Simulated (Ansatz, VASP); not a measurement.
Sb6Au: VASP beside Ansatz

```
CELL_PARAMETERS angstrom
0.00000 5.04705 5.04705
5.04705 0.00000 5.04705
5.04705 5.04705 0.00000
ATOMIC_POSITIONS crystal
Sb 0.72038 0.27962 0.27962
Sb 0.27962 0.72038 0.72038
Sb 0.27962 0.72038 0.27962
Sb 0.72038 0.27962 0.72038
Sb 0.27962 0.27962 0.72038
Sb 0.72038 0.72038 0.27962
Au 0.00000 0.00000 0.00000
```

Change from the starting cell: ordered vacancies on the cation sites of rhenium trioxide (Fm-3m, No. 225).

Alike in both runs: functional PBE; k mesh 6 × 6 × 6; occupations gaussian, width 0.1 eV; no spin polarisation.

Ansatz relaxed the structure, and its values are those at the end. VASP's run is a single point on that final structure, the one shown.

|  | VASP | Ansatz |
| --- | --- | --- |
| version | VASP 6.6.1 | Ansatz 0.2.0 |
| potentials or method | VASP PAW PBE potentials, release 64 (Sb, Au), cutoff 520 eV | scalar-relativistic, plane waves, PAW |
| valence electrons in the cell | 41 | 109 |

|  | VASP | Ansatz | Ansatz less VASP |
| --- | --- | --- | --- |
| gap on the k mesh at the Fermi level (eV) | none | none | - |
| pressure (GPa) | -0.1 | 0.0 | +0.09 |
| rms of the force components (eV/Å) | 0.007 | 0.000 | -0.0067 |

A gap of «none» marks a metal or a gap that the smearing closes. VASP's potentials hold 41 valence electrons a cell and Ansatz's 109, so a difference there can come from the potentials and not from the codes.

Spin-orbit coupling is off throughout.
